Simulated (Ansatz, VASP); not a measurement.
## TiO in VASP and in Ansatz

```xyz
4
Lattice="2.7936 0.0000 0.0000 -1.3968 2.4193 0.0000 0.0000 0.0000 5.4081" Properties=species:S:1:pos:R:3 pbc="T T T"
Ti    0.0000    1.6129    1.3520
Ti    1.3968    0.8064    4.0561
O     0.0000    0.0000    0.0000
O     0.0000    0.0000    2.7041
```

Alike in both runs: functional PBEsol; dispersion D3(BJ); k mesh 18 × 18 × 8; occupations gaussian, width 0.1 eV; no spin polarisation.

Ansatz relaxed the structure, and its values are those at the end. VASP's run is a single point on that final structure, the one shown.

|  | VASP | Ansatz |
| --- | --- | --- |
| version | VASP 6.6.1 | Ansatz 0.2.0 |
| potentials or method | VASP PAW PBE potentials, release 64 (Ti_sv, O), cutoff 520 eV | scalar-relativistic, plane waves, PAW |
| valence electrons in the cell | 36 | 36 |

Ansatz gave:

| Property | Result |
| --- | --- |
| gap on the k mesh at the Fermi level (eV) | none |
| pressure (GPa) | 0.0 |

Question: Estimate VASP's values.

Answer: gap on the k mesh at the Fermi level (eV): none; pressure (GPa): 0.9.

VASP's potentials were made for PBE, not for PBEsol. A gap of «none» marks a metal or a gap that the smearing closes.
